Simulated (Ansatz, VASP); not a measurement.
**One calculation of TiH6, two programs**

```xyz
7
Lattice="3.7868 0.0000 0.0000 -1.8934 3.2794 0.0000 0.0000 0.0000 2.7064" Properties=species:S:1:pos:R:3 pbc="T T T"
Ti    0.0000    0.0000    1.3532
H     1.8934    0.0000    1.3532
H    -0.9467    1.6397    1.3532
H     0.9467    1.6397    1.3532
H     1.8934    0.0000    0.0000
H    -0.9467    1.6397    0.0000
H     0.9467    1.6397    0.0000
```

Alike in both runs: functional PBE; k mesh 12 × 12 × 14; occupations gaussian, width 0.1 eV; no spin polarisation.

Ansatz relaxed the structure, and its values are those at the end. VASP's run is a single point on that final structure, the one shown.

```csv
,VASP,Ansatz
version,VASP 6.6.1,Ansatz 0.2.0
potentials or method,"VASP PAW PBE potentials, release 64 (Ti_sv, H), cutoff 500 eV","scalar-relativistic, plane waves, PAW"
valence electrons in the cell,18,18
```

Ansatz gave:

- gap on the k mesh at the Fermi level (eV): none
- pressure (GPa): 0.0

Task: What did VASP give for the same quantities?

Result: gap on the k mesh at the Fermi level (eV): none; pressure (GPa): -0.3.

A gap of «none» marks a metal or a gap that the smearing closes. With one functional, cell and mesh, what is left measures potentials, basis and numerics.
